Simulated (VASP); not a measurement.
HfN (k07):

```
Hf N
1.0
     0.00000    2.25586    2.25586
     2.25586    0.00000    2.25586
     2.25586    2.25586    0.00000
Hf N
1 1
Direct
  0.00000 0.00000 0.00000
  0.50000 0.50000 0.50000
```

| Quantity | Value |
| --- | --- |
| Program | VASP 6.6.1 |
| Task | relaxation of cell and atoms |
| Functional | LDA |
| Potentials or basis | VASP PAW LDA potentials, release 64 (Hf_pv, N) |
| Cutoff | 600 eV |
| k mesh | 22 × 22 × 22 |
| Occupations | gaussian, width 0.1 eV |
| Spin | no spin polarisation |

At the start: pressure -9.6 GPa; volume 11.48 Å³/atom.

Question: Where does the relaxation end?

Answer: Over 4 steps the energy falls by 11.6 meV/atom and the volume is 11.10 Å³/atom (-3.3 %); space group Fm-3m (No. 225, to 0.05 Å).

The path:
```
step  energy change (eV)  largest force (eV/Å)  pressure (GPa)  volume (Å³)
   1              0.0000                0.0000           -9.58        22.96
   2              0.0797                0.0000           24.12        20.75
   3             -0.0232                0.0000           -0.24        22.22
   4             -0.0233                0.0000           -0.02        22.21
```

Final structure:
```xyz
2
Lattice="0.0000 2.2309 2.2309 2.2309 0.0000 2.2309 2.2309 2.2309 0.0000" Properties=species:S:1:pos:R:3 pbc="T T T"
Hf    2.2309    4.4618    2.2309
N     2.2309    2.2309    2.2309
```
